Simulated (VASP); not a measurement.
Runs of VASP 6.6.1 on BN. Symmetry: Fm-3m, No. 225, cubic system. The conventional cell has a = 3.492 Å, b = 3.492 Å, c = 3.492 Å, α = 90.00°, β = 90.00°, γ = 90.00°. Within 2.3 Å of B (site symmetry m-3m) lie 6 N at 1.75 Å. N (site symmetry m-3m) has 6 B at 1.75 Å within 2.3 Å. 

```csv
level,potentials or basis,k mesh,cutoff (eV),smearing,grid for exact exchange (PRECFOCK),share of exact exchange,screening parameter,gap on the mesh (eV),pressure (GPa)
PBE,"VASP PAW PBE potentials, release 64 (B, N)",4 × 4 × 4,520,gaussian 0.01 eV,-,-,-,(a),3.6
PBE-based screened hybrid,"VASP PAW PBE potentials, release 64 (B, N)",6 × 6 × 6,520,gaussian 0.01 eV,Normal,1,0.2078 1/Å,(b),-39.8
PBE,"VASP PAW PBE potentials, release 64 (B, N)",8 × 8 × 8,520,tetrahedron,-,-,-,1.33,3.8
PBE,"VASP PAW PBE potentials, release 64 (B, N)",8 × 8 × 8,520,gaussian 0.01 eV,-,-,-,1.33,3.8
LDA,"VASP PAW LDA potentials, release 64 (B, N)",4 × 4 × 4,600,gaussian 0.01 eV,-,-,-,1.96,-10.6
PBE,"VASP PAW PBE potentials, release 64 (B, N)",8 × 8 × 8,600,methfessel-paxton 0.188 eV,-,-,-,1.33,3.6
PBE0,"VASP PAW PBE potentials, release 64 (B, N)",6 × 6 × 6,520,gaussian 0.01 eV,Normal,-,-,2.95,-8.4
PBE,"VASP PAW PBE potentials, release 64 (B, N)",8 × 8 × 8,600,methfessel-paxton 0.2 eV,-,-,-,1.33,3.6
```

Alike in all rows: task single point; no spin polarisation; cell as given.

Problem. Estimate the missing entries.

Solution. (a) 1.81; (b) 5.69.

Caveats: some runs use coarse meshes; the PAW data sets were made with another functional, which shifts forces and pressure a little (some runs).

A k mesh can miss the band edges.
